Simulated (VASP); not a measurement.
Input of a VASP 6.6.1 run:

Contents of POSCAR:

```
Ca2TeS
1.0
    2.0438932604      1.1800423240      7.0139167590
   -2.0438932604      1.1800423240      7.0139167590
    0.0000000000     -2.3600846481      7.0139167590
S Te Ca
1 1 2
Direct
    1.0000000000      0.0000000000      0.0000000000
    0.5000000000      0.5000000000      0.5000000000
    0.2585458717      0.2585458717      0.2585458717
    0.7414541283      0.7414541283      0.7414541283
```

INCAR.step1

```
SYSTEM = Ca2TeS
PREC     = Accurate       ! precision mode
ENCUT    = 520            ! plane-wave cutoff, eV
ISMEAR   = 0              ! smearing method
SIGMA    = 0.01           ! smearing width, eV
LREAL    = .False.        ! projectors in reciprocal space
LASPH    = .True.         ! aspherical terms in the spheres
NELM     = 100            ! most SCF steps
NBANDS   = 24             ! bands
GGA      = PE             ! functional
ALGO     = Normal         ! electronic algorithm
EDIFF    = 1E-4           ! SCF threshold, eV
LWAVE    = .True.         ! write WAVECAR
LCHARG   = .False.        ! write CHGCAR
```

INCAR.step2

```
SYSTEM = Ca2TeS
PREC     = Accurate       ! precision mode
ENCUT    = 520            ! plane-wave cutoff, eV
EDIFF    = 1E-6           ! SCF threshold, eV
ISMEAR   = 0              ! smearing method
SIGMA    = 0.01           ! smearing width, eV
LREAL    = .False.        ! projectors in reciprocal space
LASPH    = .True.         ! aspherical terms in the spheres
NELM     = 100            ! most SCF steps
ALGO     = Normal         ! electronic algorithm
ISIF     = 2              ! what is computed and relaxed
LWAVE    = .False.        ! write WAVECAR
LCHARG   = .False.        ! write CHGCAR
METAGGA  = R2SCAN         ! meta-GGA
LMIXTAU  = .True.       
NBANDS   = 24             ! bands
ISTART   = 1
```

KPOINTS

```
Automatic mesh
0
Gamma
  8 8 8
  0 0 0
```

Potentials or basis: VASP PAW PBE potentials, release 64 (S, Te, Ca_sv).

Command:

```bash
$ cat potpaw_PBE.64/S/POTCAR potpaw_PBE.64/Te/POTCAR potpaw_PBE.64/Ca_sv/POTCAR > POTCAR
$ cp INCAR.step1 INCAR
$ mpirun -np 1 vasp_std > vasp.out
$ cp INCAR.step2 INCAR
$ mpirun -np 1 vasp_std > vasp.out
```

**Question.** What does it give for the largest force?

**Answer.** 0.007 eV/Å.

**Question.** Predict the band gap on the k mesh.

**Answer.** 1.32 eV, indirect (least direct gap 2.35 eV).

Forces on the atoms (eV/Å):
```
S    0.000  0.000  0.000
Te   0.000  0.000  0.000
Ca   0.000  0.000  0.007
Ca   0.000  0.000 -0.007
```

Caveat: the cell differs from its parent crystal (biaxial xy strain -4.0%); the PAW data sets were made with another functional, which shifts forces and pressure a little; spin-orbit coupling is left out, which moves the levels of the heavy elements. A k mesh can miss the band edges.
